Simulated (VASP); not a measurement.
Ge, 4 atoms in the cell. The structure is hexagonal, space group P6_3/mmc (No. 194). Conventional cell: a = 3.937 Å, b = 3.937 Å, c = 6.596 Å, α = 90.00°, β = 90.00°, γ = 120.00°. Ge (site symmetry 3m) has 4 Ge at 2.42 to 2.47 Å within 3.2 Å.  This cell differs from its parent crystal: strain -0.015 along x and y, +0.000 along z.

```yaml
Program: VASP 6.6.1
Task: single point
Functional: PBEsol
Potentials_or_basis: VASP PAW PBE potentials, release 64 (Ge_d)
Cutoff: 520 eV
k_mesh: 12 × 12 × 8
Occupations: gaussian, width 0.15 eV
Spin: no spin polarisation
Dipole_correction: no
Further_INCAR_settings: ALGO = Normal; EDIFF = 1e-06; NBANDS = 36
```

Potentials or basis: VASP PAW PBE potentials, release 64 (Ge_d).

Run with:

```sh
$ cat potpaw_PBE.64/Ge_d/POTCAR > POTCAR
$ mpirun -np 1 vasp_std > vasp.out
```

Hardware: 1 thread of AMD EPYC 7R43 64-Core Processor (Zen 3), with other jobs on the host.

Task: Estimate the wall time of this run.

Result: Run time: 4.1 min on 1 thread of AMD EPYC 7R43 64-Core Processor (Zen 3), on a shared host, peak memory 0.3 GiB. Counts: scf iterations 12, k points 95.
